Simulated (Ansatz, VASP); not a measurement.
**CdTe in VASP and in Ansatz**

File INCAR:

```
PREC = Accurate
ENCUT = 520
EDIFF = 1E-6
ISMEAR = 0
SIGMA = 0.01
LREAL = False
LASPH = True
NELM = 150
ALGO = Normal
ISIF = 2
LWAVE = False
LCHARG = True
LNONCOLLINEAR = True
MAGMOM = 0 0 0 0 0 0
LORBIT = 11
LSORBIT = True
GGA_COMPAT = False
LORBMOM = True
LVHAR = True
NBANDS = 30
```

Contents of KPOINTS:

```
regular mesh
0
Gamma
  6 6 6
```

POSCAR

```
CdTe
1.0
    0.0000000000      3.2050000000      3.2050000000
    3.2050000000      0.0000000000      3.2050000000
    3.2050000000      3.2050000000      0.0000000000
Cd Te
1 1
Direct
    0.0000000000      0.0000000000      0.0000000000
    0.2500000000      0.2500000000      0.2500000000
```

Input for Ansatz:

```yaml
crystal:
  lattice:
    - [0.0, 3.205, 3.205]
    - [3.205, 0.0, 3.205]
    - [3.205, 3.205, 0.0]
  atoms:
    - { symbol: Cd, position: [0.0, 0.0, 0.0] }
    - { symbol: Te, position: [0.25, 0.25, 0.25] }
kpoints:
  mp_grid:
    grid: [6, 6, 6]
hamiltonian:
  xc: lda
magnetization:
  noncollinear: true
  spin_orbit: true
scf:
  occupations:
    method: fixed
output:
  eigenvalues: true
```

Alike in both runs: task single point; functional LDA; k mesh 6 × 6 × 6; non-collinear spin, spin-orbit coupling.

|  | VASP | Ansatz |
| --- | --- | --- |
| version | VASP 6.6.1 | Ansatz 0.2.0 |
| potentials or method | VASP PAW LDA potentials, release 64 (Cd, Te) | plane waves, PAW |
| plane-wave cutoff (eV) | 520 | 420 |
| occupations | gaussian, width 0.01 eV | fixed |
| valence electrons in the cell | 18 | 36 |

```csv
,VASP,Ansatz,Ansatz less VASP
net moment per atom (μB),0.00,0.00,0.000
```

LDA's correlation is that of Perdew and Zunger in VASP and of Perdew and Wang (1992) in Ansatz. VASP's potentials hold 18 valence electrons a cell and Ansatz's 36, so a difference there can come from the potentials and not from the codes.
